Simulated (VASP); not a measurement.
# NdTl2P3: single point with PBE

NdTl2P3:

```xyz
6
Lattice="6.3992 0.0000 0.0000 -3.1996 5.5419 0.0000 0.0000 0.0000 5.2690" Properties=species:S:1:pos:R:3 pbc="T T T"
Nd    0.0000    3.6946    0.0000
Tl    3.1996    1.8473    2.6345
Tl    0.0000    0.0000    0.0000
P    -1.1228    4.3429    2.6345
P     0.0000    2.3980    2.6345
P     1.1228    4.3429    2.6345
```

The cell was built from a structure type or drawn by symmetry, and may not be a known phase.

* Program: VASP 6.6.1
* Task: single point
* Functional: PBE
* Potentials or basis: VASP PAW PBE potentials, release 64 (Nd_3, Tl_d, P), 4f in core
* Cutoff: 500 eV
* k mesh: 3 × 3 × 4
* Occupations: gaussian, width 0.1 eV
* Spin: no spin polarisation
* Dipole correction: no
* Mended: yes
* Further INCAR settings: ALGO = Normal; EDIFF = 1e-06; NBANDS = 35

* Pressure: -0.3 GPa
* Largest force: 0.103 eV/Å
* Band gap on the k mesh: zero (bands 26 and 27 overlap by 0.94 eV)

Forces on the atoms (eV/Å):
```
Nd   0.000  0.000  0.000
Tl   0.000  0.000  0.000
Tl   0.000  0.000  0.000
P    0.089 -0.051  0.000
P    0.000  0.103  0.000
P   -0.089 -0.051  0.000
```

Stress tensor (GPa, compression positive):
```
-0.44  0.00  0.00
 0.00 -0.44  0.00
 0.00  0.00  0.14
```

Levels at points of the mesh, in eV from the Fermi level:
| k point | band 22 | band 23 | band 24 | band 25 | band 26 | band 27 | band 28 | band 29 | band 30 | band 31 |
| --- | --- | --- | --- | --- | --- | --- | --- | --- | --- | --- |
| (0.00, 0.00, 0.00) | -3.84 | -3.22 | -2.46 | -2.46 | 0.57 | 0.57 | 1.33 | 1.57 | 1.97 | 1.97 |
| (0.00, 0.00, 0.50) | -4.18 | -4.03 | -1.89 | -1.89 | 0.03 | 0.48 | 0.48 | 1.67 | 1.67 | 2.10 |

Run time: 28 s on 1 thread of Intel(R) Xeon(R) 6975P-C (Granite Rapids), on a shared host, peak memory 0.31 GiB.

Caveat: the k points lie up to 0.38 Å⁻¹ apart, too coarse for converged energies and pressures of a metal; spin-orbit coupling is left out, which moves the levels of the heavy elements; the 4f electrons are frozen in the core, so they carry no moment and show no levels. Spin polarisation is off, so any magnetic state and its effect on volume and gap are missing.
